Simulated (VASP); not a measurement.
# Ru in VASP: single point with PBE

Aim: the single point of Ru with PBE.

Program: VASP 6.6.1. These are calculated values, not measurements. Logs are shortened: lines on timing, memory, paths and dates and some standing lists are left out, and cuts for length are marked.

### 1 The cell of the first run

The cell holds a sheet with vacuum, 2 atoms: a = 2.634 Å, b = 2.634 Å, c = 28.023 Å, α = 90.00°, β = 90.00°, γ = 120.00°.

The cell was built from a structure type or drawn by symmetry, and may not be a known phase.

### 2 Single point, PBE

Contents of INCAR:

```
SYSTEM = Ru
  PREC = Accurate
  ENCUT = 520
  EDIFF = 1E-6
  ISMEAR = 0
  SIGMA = 0.1
  LREAL = .False.
  LASPH = .True.
  NELM = 120
  ALGO = Normal
  ISIF = 2
  LWAVE = .False.
  LCHARG = .True.
  LDIPOL = .True.
  IDIPOL = 3
  DIPOL = 0.5 0.5 0.303
  GGA = PE
  LELF = .True.
  LVHAR = .True.
  LVACPOTAV = .True.
  NBANDS = 23
  GGA_COMPAT = .False.
  NELMDL = -8
```

Contents of KPOINTS:

```
regular mesh
0
Gamma
  24 24 1
  0 0 0
```

Contents of POSCAR:

```
Ru
1.0
    2.6344371992     -0.0000002771      0.0000000000
   -1.3172183596      2.2814896777      0.0000000000
    0.0000000000      0.0000000000     28.0234623200
Ru
2
Direct
    0.0000000000      0.0000000000      0.3433189452
    0.0000000000      0.0000000000      0.2633155886
```

Potentials or basis: VASP PAW PBE potentials, release 64 (Ru_sv).

Command:

```sh
$ cat potpaw_PBE.64/Ru_sv/POTCAR > POTCAR
$ mpirun -np 1 vasp_std > vasp.out
```

OUTCAR:

```text
SYSTEM = Ru
   PREC = Accurate
   ENCUT = 520
   EDIFF = 1E-6
   ISMEAR = 0
   LREAL = .False.
   LASPH = .True.
   NELM = 120
   ISIF = 2
   GGA = PE
   NELMDL = -8

 ion  position               nearest neighbor table
   1  0.000  0.000  0.343-   2 2.24
   2  0.000  0.000  0.263-   1 2.24

  LATTYP: Found a hexagonal cell.
 ALAT       =     2.6344371992
 C/A-ratio  =    10.6373620630

  Lattice vectors:

 A1 = (   2.6344371992,  -0.0000002771,   0.0000000000)
 A2 = (  -1.3172183596,   2.2814896777,   0.0000000000)
 A3 = (   0.0000000000,   0.0000000000,  28.0234623200)

Analysis of symmetry for initial positions (statically):
=====================================================================
 Subroutine PRICEL returns:
 Original cell was already a primitive cell.

 Routine SETGRP: Setting up the symmetry group for a
 hexagonal supercell.

 Subroutine GETGRP returns: Found 24 space group operations
 (whereof 12 operations were pure point group operations)
 out of a pool of 24 trial point group operations.

The static configuration has the point symmetry C_6v.
 The point group associated with its full space group is D_6h.

Analysis of symmetry for dynamics (positions and initial velocities):
=====================================================================
 Subroutine PRICEL returns:
 Original cell was already a primitive cell.

 Routine SETGRP: Setting up the symmetry group for a
 hexagonal supercell.

 Subroutine GETGRP returns: Found 24 space group operations
 (whereof 12 operations were pure point group operations)
 out of a pool of 24 trial point group operations.

The dynamic configuration has the point symmetry C_6v.
 The point group associated with its full space group is D_6h.

 Subroutine INISYM returns: Found 24 space group operations
 (whereof 12 operations are pure point group operations),
 and found     1 'primitive' translations

----------------------------------------------------------------------------------------

                                     Primitive cell

  volume of cell :     168.4334

  direct lattice vectors                    reciprocal lattice vectors
     2.634437199 -0.000000277  0.000000000     0.379587739  0.219155030  0.000000000
    -1.317218360  2.281489678  0.000000000     0.000000046  0.438310140  0.000000000
     0.000000000  0.000000000 28.023462320     0.000000000  0.000000000  0.035684384

  length of vectors
     2.634437199  2.634437199 28.023462320     0.438310140  0.438310140  0.035684384

  position of ions in fractional coordinates (direct lattice)
     0.000000000  0.000000000  0.343318945
     0.000000000  0.000000000  0.263315589

  ion indices of the primitive-cell ions
   primitive index   ion index
                 1           1
                 2           2

----------------------------------------------------------------------------------------

 KPOINTS: regular mesh

Automatic generation of k-mesh.
 Grid dimensions read from file:
 generate k-points for:   24   24    1

 Generating k-lattice:

  Cartesian coordinates                     Fractional coordinates (reciprocal lattice)
     0.015816156  0.009131460  0.000000000     0.041666667  0.000000000  0.000000000
     0.000000002  0.018262923  0.000000000    -0.000000000  0.041666667  0.000000000
     0.000000000  0.000000000  0.035684384     0.000000000  0.000000000  1.000000000

  Length of vectors
     0.018262923  0.018262923  0.035684384

  Shift w.r.t. Gamma in fractional coordinates (k-lattice)
     0.000000000  0.000000000  0.000000000

 Subroutine IBZKPT returns following result:
 ===========================================

 Found     61 irreducible k-points:

 Following reciprocal coordinates:
            Coordinates               Weight
  0.000000  0.000000  0.000000      1.000000
  0.041667  0.000000  0.000000      6.000000
  0.083333  0.000000  0.000000      6.000000
  0.125000  0.000000  0.000000      6.000000
  0.166667  0.000000  0.000000      6.000000
  0.208333  0.000000  0.000000      6.000000
[... 16 lines left out ...]
  0.416667  0.041667  0.000000     12.000000
  0.458333  0.041667  0.000000     12.000000
 [... further k-points ...]
   k-points           NKPTS =     61   k-points in BZ     NKDIM =     61   number of bands    NBANDS=     23
   number of dos      NEDOS =    301   number of ions     NIONS =      2
   total plane-waves  NPLWV =  84000
   dimension x,y,z NGX =    20 NGY =   20 NGZ =  210
   dimension x,y,z NGXF=    40 NGYF=   40 NGZF=  420
   ions per type =               2
   NGX,Y,Z   is equivalent  to a cutoff of  12.62, 12.62, 12.46 a.u.
   NGXF,Y,Z  is equivalent  to a cutoff of  25.24, 25.24, 24.92 a.u.
 SYSTEM =  Ru
   PREC   = accura    normal or accurate (medium, high low for compatibility)
   ISTART =      0    job   : 0-new  1-cont  2-samecut
   ICHARG =      2    charge: 1-file 2-atom 10-const
   ISPIN  =      1    spin polarized calculation?
   LNONCOLLINEAR =      F non collinear calculations
   LSORBIT =      F    spin-orbit coupling
   LASPH  =      T    aspherical Exc in radial PAW
   ENCUT  =  520.0 eV  38.22 Ry    6.18 a.u.   4.90  4.90 52.11*2*pi/ulx,y,z
   NELM   =    120;   NELMIN=  2; NELMDL= -8     # of ELM steps
   EDIFF  = 0.1E-05   stopping-criterion for ELM
   LREAL  =      F    real-space projection
   EDIFFG = 0.1E-04   stopping-criterion for IOM
   NSW    =      0    number of steps for IOM
   IBRION =     -1    ionic relax: 0-MD 1-quasi-New 2-CG
   NFREE  =      0    steps in history (QN), initial steepest desc. (CG)
   ISIF   =      2    stress and relaxation
   ISYM   =      2    0-nonsym 1-usesym 2-fastsym
   POTIM  = 0.5000    time-step for ionic-motion
   TEBEG  =    0.0;   TEEND  =   0.0 temperature during run
   PSTRESS=    0.0 pullay stress
   NELECT =      32.0000    total number of electrons
   NUPDOWN=      -1.0000    fix difference up-down
   EMIN   =  10.00;   EMAX   =-10.00  energy-range for DOS
   EFERMI =   0.00;   METHOD = LEGACY
   ISMEAR =     0;   SIGMA  =   0.10  broadening in eV -4-tet -1-fermi 0-gaus
   EFERMI_NEDOS =   21; number of points for ismear=-14 and -15
   IALGO  =     38    algorithm
   IMIX   =      4    mixing-type and parameters
     AMIX     =   0.40;   BMIX     =  1.00
     AMIX_MAG =   1.60;   BMIX_MAG =  1.00
  volume/ion in A,a.u.               =      84.22       568.32
  Fermi-wavevector in a.u.,A,eV,Ry     =   0.941128  1.778474 12.050983  0.885722
  Thomas-Fermi vector in A             =   2.068608
   LORBIT       =      0    0 simple, 1 ext, 2 COOP (PROOUT), +10 PAW based schemes
   GGA     = PE    functional components
   LHFCALC =     F    Hartree Fock is set to
   AEXX    =    0.0000 exact exchange contribution
   IVDW    =     0    specifies the selected vdW correction
   LEPSILON=     F    determine dielectric tensor
   LRPA    =     F    only Hartree local field effects (RPA)
 non-spin polarized calculation
 Gauss-broadening in eV      SIGMA  =   0.10
  energy-cutoff  :      520.00
  volume of cell :      168.43
 maximum number of plane-waves:      4607
 NGX is ok and might be reduce to    20
   NGX =  9   NGY =  9   NGZ =105

 dipolmoment           0.000000      0.000000     -0.000010 electrons x Angstroem

 number of electron      31.9999997 magnetization

 dipolmoment           0.000000      0.000000      0.000001 electrons x Angstroem

 Free energy of the ion-electron system (eV)
  ---------------------------------------------------
  ext. energy  EPLUGINS =         0.00000000
  ---------------------------------------------------
  free energy    TOTEN  =       -16.66566530 eV

  energy without entropy =      -16.65416202  energy(sigma->0) =      -16.65991366

 E-fermi :  -1.7668     XC(G=0):  -3.0119

 val. band max:       -1.8022427373   @ k =   0.3333   0.2500   0.0000
 cond. band min:      -1.7654238954   @ k =   0.4167   0.1250   0.0000
 fundamental gap:      0.0368188419
 Fermi energy:        -1.7667658845

 k-point     1 :       0.0000    0.0000    0.0000
  band No.  band energies     occupation
      1     -74.7655      2.00000
      2     -74.5439      2.00000
      3     -45.4273      2.00000
      4     -44.1433      2.00000
      5     -44.1433      2.00000
      6     -44.0909      2.00000
[... 15 lines left out ...]
     22       3.1055      0.00000
     23       3.1505      0.00000

 k-point     2 :       0.0417    0.0000    0.0000
  band No.  band energies     occupation
      1     -74.7630      2.00000
      2     -74.5415      2.00000
      3     -45.4247      2.00000
      4     -44.1605      2.00000
      5     -44.1473      2.00000
      6     -44.0891      2.00000
[... 15 lines left out ...]
     22       3.1551      0.00000
     23       3.2061      0.00000

 k-point     3 :       0.0833    0.0000    0.0000
  band No.  band energies     occupation
      1     -74.7557      2.00000
      2     -74.5345      2.00000
      3     -45.4169      2.00000
      4     -44.2106      2.00000
      5     -44.1589      2.00000
      6     -44.0848      2.00000
[... 15 lines left out ...]
     22       3.3033      0.00000
     23       3.3713      0.00000

 k-point     4 :       0.1250    0.0000    0.0000
  band No.  band energies     occupation
      1     -74.7441      2.00000
      2     -74.5233      2.00000
      3     -45.4044      2.00000
      4     -44.2900      2.00000
      5     -44.1773      2.00000
      6     -44.1402      2.00000
[... 15 lines left out ...]
     22       3.5479      0.00000
     23       3.6423      0.00000

 k-point     5 :       0.1667    0.0000    0.0000
  band No.  band energies     occupation
      1     -74.7290      2.00000
      2     -74.5087      2.00000
      3     -45.3882      2.00000
      4     -44.3925      2.00000
      5     -44.2369      2.00000
      6     -44.2012      2.00000
[... 434 lines left out ...]
 k-point    22 :       0.3750    0.0417    0.0000
  band No.  band energies     occupation
      1     -74.6326      2.00000
      2     -74.4158      2.00000
      3     -45.2848      2.00000
      4     -45.0087      2.00000
      5     -44.8217      2.00000
      6     -44.3584      2.00000
[... 15 lines left out ...]
     22       7.2775      0.00000
     23       7.7626      0.00000

 k-point    23 :       0.4167    0.0417    0.0000
  band No.  band energies     occupation
      1     -74.6229      2.00000
      2     -74.4065      2.00000
      3     -45.2743      2.00000
      4     -45.0684      2.00000
      5     -44.8784      2.00000
      6     -44.3736      2.00000
[... 15 lines left out ...]
     22       7.6342      0.00000
     23       7.8702      0.00000

 k-point    24 :       0.4583    0.0417    0.0000
  band No.  band energies     occupation
      1     -74.6179      2.00000
      2     -74.4017      2.00000
      3     -45.2688      2.00000
      4     -45.0993      2.00000
      5     -44.9077      2.00000
      6     -44.3815      2.00000
[... 15 lines left out ...]
     22       6.9821      0.00000
     23       7.2740      0.00000

 [... further k-points ...]

------------------------ aborting loop because EDIFF is reached ----------------------------------------

  FORCE on cell =-STRESS in cart. coord.  units (eV):
  Direction    XX          YY          ZZ          XY          YZ          ZX
  --------------------------------------------------------------------------------------
  -------------------------------------------------------------------------------------
  Total       -0.6065194     -0.6065194      0.3605624     -0.0000000      0.0000000      0.0000000
  in kB       -5.7693532     -5.7693532      3.4297530     -0.0000000      0.0000000      0.0000000
  external PRESSURE =      -2.7029845 kB  Pullay stress =       0.0000000 kB

 VOLUME and BASIS-vectors are now :
 -----------------------------------------------------------------------------
  energy-cutoff  :      520.00
  volume of cell :      168.43
      direct lattice vectors                 reciprocal lattice vectors
     2.634437199 -0.000000277  0.000000000     0.379587739  0.219155030  0.000000000
    -1.317218360  2.281489678  0.000000000     0.000000046  0.438310140  0.000000000
     0.000000000  0.000000000 28.023462320     0.000000000  0.000000000  0.035684384

 POSITION                                       TOTAL-FORCE (eV/Angst)
 -----------------------------------------------------------------------------------
      0.00000      0.00000      9.62099        -0.000000     -0.000000      0.206954
      0.00000      0.00000      7.37901         0.000000      0.000000     -0.206954
 -----------------------------------------------------------------------------------
    total drift:                                0.000000      0.000000      0.000013

  FREE ENERGIE OF THE ION-ELECTRON SYSTEM (eV)
  ---------------------------------------------------
  free  energy   TOTEN  =       -16.6656653048 eV

  energy  without entropy=      -16.6541620165  energy(sigma->0) =      -16.65991366

 vacuum level on the upper side and lower side of the slab         3.307         3.307
```

Run time: 3 min. Hardware: 1 thread of Intel Xeon 6975P-C (Granite Rapids), shared host; peak memory 0.38 GiB.

What came out:

```yaml
Free_energy: -16.6657 eV
Largest_force: 0.207 eV/Å
Band_gap_on_the_k_mesh: zero (bands 16 and 17 overlap by 2.84 eV)
```

Forces in eV/Å, atoms in the order of the input:
```
Ru   0.000  0.000  0.207
Ru   0.000  0.000 -0.207
```

Levels at points of the mesh, in eV from the Fermi level:
```tsv
k point	band 14	band 15	band 16	band 17	band 18	band 19
(0.00, 0.00, 0.00)	-1.68	-1.68	-0.73	-0.73	-0.57	0.80
(0.50, 0.00, 0.00)	-1.68	0.98	1.90	2.16	2.21	2.45
```
